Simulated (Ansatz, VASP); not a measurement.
**One calculation of PbS, two programs**

```
Pb S
1.0
     0.00000    2.97485    2.97485
     2.97485    0.00000    2.97485
     2.97485    2.97485    0.00000
Pb S
1 1
Direct
  0.00000 0.00000 0.00000
  0.50000 0.50000 0.50000
```

Alike in both runs: task single point; functional LDA; k mesh 8 × 8 × 8; occupations fermi-dirac, width 0.06 eV; no spin polarisation.

```csv
,VASP,Ansatz
version,VASP 6.6.1,Ansatz 0.2 development build
potentials or method,"VASP PAW LDA potentials, release 64 (Pb_d, S), cutoff 520 eV","all-electron full-potential LAPW, scalar-relativistic"
```

|  | VASP | Ansatz | Ansatz less VASP |
| --- | --- | --- | --- |
| pressure (GPa) | -3.1 | -3.1 | 0.00 |

LDA's correlation is that of Perdew and Zunger in VASP and of Perdew and Wang (1992) in Ansatz. Ansatz ran all-electron here, and VASP with PAW potentials.

Spin-orbit coupling is off throughout.
